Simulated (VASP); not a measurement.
Input of a VASP 6.6.1 run:

The input INCAR:

```
SYSTEM = Zn
PREC = Accurate ; ENCUT = 520
EDIFF = 1E-6 ; ISMEAR = -1
SIGMA = 0.1 ; LREAL = .FALSE.
LASPH = .TRUE. ; NELM = 80
ALGO = Normal ; ISIF = 2
LWAVE = .FALSE. ; LCHARG = .FALSE.
GGA = PS ; NBANDS = 12
```

File KPOINTS:

```
regular mesh
0
G
  13 13 13
  0 0 0
```

POSCAR

```
Zn
1.0
    0.0000000000      1.9382217178      1.9382217178
    1.9382217178      0.0000000000      1.9382217178
    1.9382217178      1.9382217178      0.0000000000
Zn
1
Direct
    0.0000000000      0.0000000000      0.0000000000
```

Potentials or basis: VASP PAW PBE potentials, release 64 (Zn).

Command:

```console
$ cat potpaw_PBE.64/Zn/POTCAR > POTCAR
$ mpirun -np 1 vasp_std > vasp.out
```

Problem. What does it give for the pressure?

Solution. -2.0 GPa.

Problem. Estimate the band gap on the k mesh.

Solution. Zero (band 6 reaches 4.29 eV, above the bottom of band 7 at 2.08 eV).

Caveat: the PAW data sets were made with another functional, which shifts forces and pressure a little.
